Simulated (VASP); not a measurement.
A run of VASP 6.6.1:

File INCAR:

```
ALGO = Normal
EDIFF = 1E-7
EDIFFG = -0.08
ENCUT = 600
GGA = PE
IBRION = 2
ISIF = 3
ISMEAR = 0
LASPH = T
LCHARG = F
LREAL = F
LWAVE = F
NELM = 60
NSW = 36
PREC = Accurate
SIGMA = 0.2
```

The input KPOINTS:

```
k-points
0
Gamma
  6 6 2
```

The input POSCAR:

```
Mg2O5
1.0
    3.1000000000      0.0000000000      0.0000000000
   -1.5500000000      2.6846787500      0.0000000000
    0.0000000000      0.0000000000      9.1000000000
Mg O
2 5
Direct
    0.6666666700      0.3333333300      0.8850000000
    0.3333333300      0.6666666700      0.1150000000
    0.3333333300      0.6666666700      0.7750000000
    0.3333333300      0.6666666700      0.6290000000
    0.6666666700      0.3333333300      0.2250000000
    0.6666666700      0.3333333300      0.3710000000
    0.0000000000      0.0000000000      0.0000000000
```

Potentials or basis: VASP PAW PBE potentials, release 64 (Mg, O).

Command:

```bash
$ cat potpaw_PBE.64/Mg/POTCAR potpaw_PBE.64/O/POTCAR > POTCAR
$ mpirun -np 1 vasp_std > vasp.out
```

Hardware: 1 thread of Intel(R) Xeon(R) 6975P-C (Granite Rapids), with other jobs on the host.

Question: How long does it take, and how much memory?

Answer: It took 2.7 min on 1 thread of Intel(R) Xeon(R) 6975P-C (Granite Rapids), on a shared host, peak memory 0.25 GiB. Counts: scf iterations 128, k points 14, ion steps 12.
